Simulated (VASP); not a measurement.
Runs of VASP 6.6.1 on Mg2SO. The structure is that of space group P4/mmm (No. 123), or close to it. The cells are those of the table. 

| task | level | cell | k mesh | cutoff (eV) | smearing | grid for exact exchange (PRECFOCK) | share of exact exchange | gap on the mesh (eV) | pressure (GPa) |
| --- | --- | --- | --- | --- | --- | --- | --- | --- | --- |
| single point | PBE0 | a = 3.408, b = 3.408, c = 4.761 Å, 4 atoms | 6 × 6 × 4 | 520 | gaussian 0.01 eV | Normal | 0.25 | 5.20 | -0.7 |
| single point | PBE | a = 3.435, b = 3.435, c = 4.800 Å, 4 atoms | 8 × 8 × 6 | 520 | fermi-dirac 0.02 eV | - | - | (a) | -0.4 |
| relaxation of cell and atoms | PBE | relaxed from a = 3.196, b = 3.196, c = 4.520 Å, 4 atoms | 8 × 8 × 6 | 600 | fermi-dirac 0.02 eV | - | - | 3.05 | 0.0 |
| single point | r2SCAN | a = 3.408, b = 3.408, c = 4.761 Å, 4 atoms | 8 × 8 × 6 | 520 | gaussian 0.01 eV | - | - | (c) | (b) |
| single point | PBE | a = 3.408, b = 3.408, c = 4.761 Å, 4 atoms | 8 × 8 × 6 | 520 | fermi-dirac 0.02 eV | - | - | 3.17 | 2.0 |

Alike in all rows: potentials or basis VASP PAW PBE potentials, release 64 (O, Mg, S); no spin polarisation.

**Question.** Estimate the missing entries.

**Answer.** (a) 3.03; (b) -0.6; (c) 3.95.

Caveats: the PAW data sets were made with another functional, which shifts forces and pressure a little (at least some runs).

A k mesh can miss the band edges.
